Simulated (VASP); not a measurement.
# Ge (P-1) in VASP: single point with PBE

Aim: the single point of Ge with PBE.

Program: VASP 6.6.1. These are calculated values, not measurements. Logs are shortened: lines on timing, memory, paths and dates and some standing lists are left out, and cuts for length are marked.

**1. The cell of the first run**

The typed cell holds 2 atoms: a = 2.688 Å, b = 2.817 Å, c = 5.118 Å, α = 90.00°, β = 90.00°, γ = 90.00°.

**2. Single point, PBE**

Input file INCAR:

```
ALGO = Normal
EDIFF = 1E-6
ENCUT = 520
GGA = PE
ISIF = 2
ISMEAR = 0
LASPH = True
LCHARG = False
LREAL = False
LWAVE = False
NBANDS = 21
NELM = 100
PREC = Accurate
SIGMA = 0.15
```

Input file KPOINTS:

```
k-points
0
Gamma
  12 12 8
```

Input file POSCAR:

```
Ge
1.0
    0.0000000000      0.0000000000     -2.6877131855
    2.8171193502      0.0000000000      0.0000000000
    0.0000000000     -5.1184904273      0.0000000000
Ge
2
Direct
    0.0168889650      0.4776112104      0.0165652631
   -0.0168889650      0.0223887896      0.4834347369
```

Potentials or basis: VASP PAW PBE potentials, release 64 (Ge_d).

Started as:

```console
$ cat potpaw_PBE.64/Ge_d/POTCAR > POTCAR
$ mpirun -np 1 vasp_std > vasp.out
```

OUTCAR:

```text
EDIFF = 1E-6
   ENCUT = 520
   GGA = PE
   ISIF = 2
   ISMEAR = 0
   LASPH = True
   LREAL = False
   NELM = 100
   PREC = Accurate

 ion  position               nearest neighbor table
   1  0.017  0.478  0.017-   2 2.71   2 2.84
   2  0.983  0.022  0.483-   1 2.71   1 2.84

  LATTYP: Found a simple orthorhombic cell.
 ALAT       =     2.6877131855
 B/A-ratio  =     1.0481473118
 C/A-ratio  =     1.9044035111

  Lattice vectors:

 A1 = (   0.0000000000,   0.0000000000,  -2.6877131855)
 A2 = (   2.8171193502,   0.0000000000,   0.0000000000)
 A3 = (   0.0000000000,  -5.1184904273,   0.0000000000)

Analysis of symmetry for initial positions (statically):
=====================================================================
 Subroutine PRICEL returns:
 Original cell was already a primitive cell.

 Routine SETGRP: Setting up the symmetry group for a
 simple orthorhombic supercell.

 Subroutine GETGRP returns: Found  2 space group operations
 (whereof  1 operations were pure point group operations)
 out of a pool of  8 trial point group operations.

The static configuration has the point symmetry C_1 .
 The point group associated with its full space group is S_2 .

Analysis of symmetry for dynamics (positions and initial velocities):
=====================================================================
 Subroutine PRICEL returns:
 Original cell was already a primitive cell.

 Routine SETGRP: Setting up the symmetry group for a
 simple orthorhombic supercell.

 Subroutine GETGRP returns: Found  2 space group operations
 (whereof  1 operations were pure point group operations)
 out of a pool of  8 trial point group operations.

The dynamic configuration has the point symmetry C_1 .
 The point group associated with its full space group is S_2 .

 Subroutine INISYM returns: Found  2 space group operations
 (whereof  1 operations are pure point group operations),
 and found     1 'primitive' translations

----------------------------------------------------------------------------------------

                                     Primitive cell

  volume of cell :      38.7552

  direct lattice vectors                    reciprocal lattice vectors
     0.000000000  0.000000000 -2.687713185     0.000000000  0.000000000 -0.372063509
     2.817119350  0.000000000  0.000000000     0.354972536  0.000000000  0.000000000
     0.000000000 -5.118490427  0.000000000     0.000000000 -0.195370103  0.000000000

  length of vectors
     2.687713185  2.817119350  5.118490427     0.372063509  0.354972536  0.195370103

  position of ions in fractional coordinates (direct lattice)
     0.016888965  0.477611210  0.016565263
     0.983111035  0.022388790  0.483434737

  ion indices of the primitive-cell ions
   primitive index   ion index
                 1           1
                 2           2

----------------------------------------------------------------------------------------

 KPOINTS: k-points

Automatic generation of k-mesh.
 Grid dimensions read from file:
 generate k-points for:   12   12    8

 Generating k-lattice:

  Cartesian coordinates                     Fractional coordinates (reciprocal lattice)
     0.000000000  0.000000000 -0.031005292     0.083333333  0.000000000  0.000000000
     0.029581045  0.000000000  0.000000000     0.000000000  0.083333333  0.000000000
     0.000000000 -0.024421263  0.000000000     0.000000000  0.000000000  0.125000000

  Length of vectors
     0.031005292  0.029581045  0.024421263

  Shift w.r.t. Gamma in fractional coordinates (k-lattice)
     0.000000000  0.000000000  0.000000000

 Subroutine IBZKPT returns following result:
 ===========================================

 Found    580 irreducible k-points:

 Following reciprocal coordinates:
            Coordinates               Weight
  0.000000  0.000000  0.000000      1.000000
  0.083333  0.000000  0.000000      2.000000
  0.166667  0.000000  0.000000      2.000000
  0.250000  0.000000  0.000000      2.000000
  0.333333  0.000000  0.000000      2.000000
  0.416667  0.000000  0.000000      2.000000
[... 16 lines left out ...]
  0.166667  0.166667  0.000000      2.000000
  0.166667 -0.166667  0.000000      2.000000
 [... further k-points ...]
   k-points           NKPTS =    580   k-points in BZ     NKDIM =    580   number of bands    NBANDS=     21
   number of dos      NEDOS =    301   number of ions     NIONS =      2
   total plane-waves  NPLWV =  19200
   dimension x,y,z NGX =    20 NGY =   24 NGZ =   40
   dimension x,y,z NGXF=    40 NGYF=   48 NGZF=   80
   ions per type =               2
   NGX,Y,Z   is equivalent  to a cutoff of  12.37, 14.16, 12.99 a.u.
   NGXF,Y,Z  is equivalent  to a cutoff of  24.74, 28.33, 25.98 a.u.
 SYSTEM =  unknown system
   PREC   = accura    normal or accurate (medium, high low for compatibility)
   ISTART =      0    job   : 0-new  1-cont  2-samecut
   ICHARG =      2    charge: 1-file 2-atom 10-const
   ISPIN  =      1    spin polarized calculation?
   LNONCOLLINEAR =      F non collinear calculations
   LSORBIT =      F    spin-orbit coupling
   LASPH  =      T    aspherical Exc in radial PAW
   ENCUT  =  520.0 eV  38.22 Ry    6.18 a.u.   5.00  5.24  9.52*2*pi/ulx,y,z
   NELM   =    100;   NELMIN=  2; NELMDL= -5     # of ELM steps
   EDIFF  = 0.1E-05   stopping-criterion for ELM
   LREAL  =      F    real-space projection
[... 7 lines left out ...]
   TEBEG  =    0.0;   TEEND  =   0.0 temperature during run
   PSTRESS=    0.0 pullay stress
   NELECT =      28.0000    total number of electrons
   NUPDOWN=      -1.0000    fix difference up-down
   EMIN   =  10.00;   EMAX   =-10.00  energy-range for DOS
   EFERMI =   0.00;   METHOD = LEGACY
   ISMEAR =     0;   SIGMA  =   0.15  broadening in eV -4-tet -1-fermi 0-gaus
   EFERMI_NEDOS =   21; number of points for ismear=-14 and -15
   IALGO  =     38    algorithm
   IMIX   =      4    mixing-type and parameters
     AMIX     =   0.40;   BMIX     =  1.00
     AMIX_MAG =   1.60;   BMIX_MAG =  1.00
  volume/ion in A,a.u.               =      19.38       130.77
  Fermi-wavevector in a.u.,A,eV,Ry     =   1.468985  2.775980 29.360259  2.157918
  Thomas-Fermi vector in A             =   2.584417
   LORBIT       =      0    0 simple, 1 ext, 2 COOP (PROOUT), +10 PAW based schemes
   GGA     = PE    functional components
   LHFCALC =     F    Hartree Fock is set to
   AEXX    =    0.0000 exact exchange contribution
   IVDW    =     0    specifies the selected vdW correction
   LEPSILON=     F    determine dielectric tensor
   LRPA    =     F    only Hartree local field effects (RPA)
 non-spin polarized calculation
 Gauss-broadening in eV      SIGMA  =   0.15
  energy-cutoff  :      520.00
  volume of cell :       38.76
 maximum number of plane-waves:      1068
   NGX =  9   NGY = 11   NGZ = 19

 number of electron      28.0000006 magnetization

 Free energy of the ion-electron system (eV)
  ---------------------------------------------------
  ext. energy  EPLUGINS =         0.00000000
  ---------------------------------------------------
  free energy    TOTEN  =        -8.51572618 eV

  energy without entropy =       -8.50655491  energy(sigma->0) =       -8.51114055

 E-fermi :   6.3032     XC(G=0): -11.0838

 val. band max:        6.3030999095   @ k =   0.5000   0.3333  -0.3750
 cond. band min:       6.3481024708   @ k =  -0.4167  -0.3333   0.1250
 fundamental gap:      0.0450025613
 Fermi energy:         6.3032082684

 k-point     1 :       0.0000    0.0000    0.0000
  band No.  band energies     occupation
      1     -18.4199      2.00000
      2     -18.4094      2.00000
      3     -18.3448      2.00000
      4     -18.3131      2.00000
      5     -18.3106      2.00000
      6     -18.2386      2.00000
[... 13 lines left out ...]
     20      16.8898      0.00000
     21      19.3289      0.00000

 k-point     2 :       0.0833    0.0000    0.0000
  band No.  band energies     occupation
      1     -18.4063      2.00000
      2     -18.4030      2.00000
      3     -18.3440      2.00000
      4     -18.3125      2.00000
      5     -18.3011      2.00000
      6     -18.2451      2.00000
[... 13 lines left out ...]
     20      18.2381      0.00000
     21      19.5049      0.00000

 k-point     3 :       0.1667    0.0000    0.0000
  band No.  band energies     occupation
      1     -18.3897      2.00000
      2     -18.3692      2.00000
      3     -18.3419      2.00000
      4     -18.3107      2.00000
      5     -18.2715      2.00000
      6     -18.2625      2.00000
[... 13 lines left out ...]
     20      16.7563      0.00000
     21      19.4977      0.00000

 k-point     4 :       0.2500    0.0000    0.0000
  band No.  band energies     occupation
      1     -18.3780      2.00000
      2     -18.3400      2.00000
      3     -18.3188      2.00000
      4     -18.3074      2.00000
      5     -18.2873      2.00000
      6     -18.2293      2.00000
[... 13 lines left out ...]
     20      16.9154      0.00000
     21      20.1740      0.00000

 k-point     5 :       0.3333    0.0000    0.0000
  band No.  band energies     occupation
      1     -18.3700      2.00000
      2     -18.3371      2.00000
      3     -18.3114      2.00000
      4     -18.3064      2.00000
      5     -18.2672      2.00000
      6     -18.2473      2.00000
[... 13 lines left out ...]
     20      17.7588      0.00000
     21      20.9958      0.00000
[... 382 lines left out ...]
     20      18.9326      0.00000
     21      20.1036      0.00000

 k-point    22 :       0.0833   -0.1667    0.0000
  band No.  band energies     occupation
      1     -18.3937      2.00000
      2     -18.3676      2.00000
      3     -18.3333      2.00000
      4     -18.3106      2.00000
      5     -18.2934      2.00000
      6     -18.2418      2.00000
[... 13 lines left out ...]
     20      18.9321      0.00000
     21      20.1509      0.00000

 k-point    23 :       0.1667    0.1667    0.0000
  band No.  band energies     occupation
      1     -18.3580      2.00000
      2     -18.3511      2.00000
      3     -18.3267      2.00000
      4     -18.3076      2.00000
      5     -18.2716      2.00000
      6     -18.2578      2.00000
[... 13 lines left out ...]
     20      18.5004      0.00000
     21      19.9335      0.00000

 k-point    24 :       0.1667   -0.1667    0.0000
  band No.  band energies     occupation
      1     -18.3581      2.00000
      2     -18.3510      2.00000
      3     -18.3265      2.00000
      4     -18.3077      2.00000
      5     -18.2712      2.00000
      6     -18.2589      2.00000
[... 13 lines left out ...]
     20      18.5283      0.00000
     21      19.9240      0.00000

 [... further k-points ...]

------------------------ aborting loop because EDIFF is reached ----------------------------------------

  FORCE on cell =-STRESS in cart. coord.  units (eV):
  Direction    XX          YY          ZZ          XY          YZ          ZX
  --------------------------------------------------------------------------------------
  -------------------------------------------------------------------------------------
  Total        0.5423339     -0.0668884      0.0745671      0.1040256     -0.0029031     -0.0051532
  in kB       22.4206028     -2.7652302      3.0826733      4.3005188     -0.1200157     -0.2130384
  external PRESSURE =       7.5793486 kB  Pullay stress =       0.0000000 kB

 VOLUME and BASIS-vectors are now :
 -----------------------------------------------------------------------------
  energy-cutoff  :      520.00
  volume of cell :       38.76
      direct lattice vectors                 reciprocal lattice vectors
     0.000000000  0.000000000 -2.687713185     0.000000000  0.000000000 -0.372063509
     2.817119350  0.000000000  0.000000000     0.354972536  0.000000000  0.000000000
     0.000000000 -5.118490427  0.000000000     0.000000000 -0.195370103  0.000000000

 POSITION                                       TOTAL-FORCE (eV/Angst)
 -----------------------------------------------------------------------------------
      1.34549     -0.08479     -0.04539         0.013991      0.399495      0.029685
      0.06307     -2.47446     -2.64232        -0.013991     -0.399495     -0.029685
 -----------------------------------------------------------------------------------
    total drift:                               -0.000000     -0.000000     -0.000000

  FREE ENERGIE OF THE ION-ELECTRON SYSTEM (eV)
  ---------------------------------------------------
  free  energy   TOTEN  =        -8.5157261799 eV

  energy  without entropy=       -8.5065549115  energy(sigma->0) =       -8.51114055
```

It took 1.9 min on 1 thread of Intel Xeon 6975P-C (Granite Rapids), shared host; peak memory 0.44 GiB.

What came out:

```
Free energy            : -8.5157 eV
Pressure               : 0.8 GPa
Largest force          : 0.401 eV/Å
Band gap on the k mesh : zero (bands 14 and 15 overlap by 6.98 eV)
```

Forces on the atoms (eV/Å):
```
Ge   0.014  0.399  0.030
Ge  -0.014 -0.399 -0.030
```

Levels at points of the mesh, in eV from the Fermi level:
| k point | band 10 | band 11 | band 12 | band 13 | band 14 | band 15 | band 16 | band 17 | band 18 | band 19 |
| --- | --- | --- | --- | --- | --- | --- | --- | --- | --- | --- |
| (0.00, 0.00, 0.00) | -24.48 | -13.01 | -8.44 | -5.44 | 4.83 | 6.71 | 7.61 | 8.14 | 9.29 | 9.81 |
| (0.50, 0.00, 0.00) | -24.42 | -9.19 | -5.79 | -4.28 | -2.29 | -2.07 | 3.38 | 7.75 | 10.63 | 11.19 |
| (0.00, 0.50, 0.00) | -24.50 | -8.76 | -8.26 | -3.18 | -2.87 | -0.97 | -0.16 | 10.22 | 10.69 | 14.42 |
| (0.50, 0.50, 0.00) | -24.41 | -4.83 | -4.36 | -2.12 | -1.66 | 0.42 | 0.56 | 2.17 | 3.07 | 5.06 |
| (0.00, 0.00, 0.50) | -24.49 | -12.08 | -11.03 | -0.14 | 0.85 | 5.73 | 6.69 | 7.59 | 8.47 | 9.57 |
| (0.50, 0.00, 0.50) | -24.45 | -8.31 | -7.15 | -4.83 | -4.02 | 3.18 | 4.47 | 8.32 | 8.33 | 8.63 |
| (0.00, 0.50, 0.50) | -24.50 | -8.13 | -7.89 | -5.35 | -5.18 | 3.61 | 3.82 | 7.73 | 7.76 | 10.49 |
| (0.50, 0.50, 0.50) | -24.41 | -4.05 | -3.72 | -2.20 | -1.96 | -1.78 | -1.64 | 3.57 | 3.67 | 6.56 |
